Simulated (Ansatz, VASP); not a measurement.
## One calculation of Si3N2, two programs

```
CELL_PARAMETERS angstrom
3.50580 0.00000 0.00000
0.00000 3.50580 0.00000
0.00000 0.00000 5.27939
ATOMIC_POSITIONS crystal
Si 0.50000 0.50000 0.00000
Si 0.00000 0.50000 0.63406
Si 0.50000 0.00000 0.36594
N 0.50000 0.50000 0.50000
N 0.00000 0.00000 0.50000
```

Alike in both runs: task relaxation of cell and atoms; functional PBE; k mesh 6 × 6 × 4; occupations gaussian, width 0.1 eV; no spin polarisation.

|  | VASP | Ansatz |
| --- | --- | --- |
| version | VASP 6.6.1 | Ansatz 0.2.0 |
| potentials or method | VASP PAW PBE potentials, release 64 (Si, N), cutoff 600 eV | scalar-relativistic, plane waves, PAW |
| valence electrons in the cell | 22 | 22 |

|  | VASP | Ansatz | Ansatz less VASP |
| --- | --- | --- | --- |
| gap on the k mesh at the Fermi level, each at its own relaxed structure (eV) | none | none | - |
| relaxed volume (Å³/atom) | 12.74 | 12.79 | +0.046 |
| relaxed cell length with the largest relative difference (Å) | 5.145 | 5.155 | +0.0100 |

A gap of «none» marks a metal or a gap that the smearing closes.
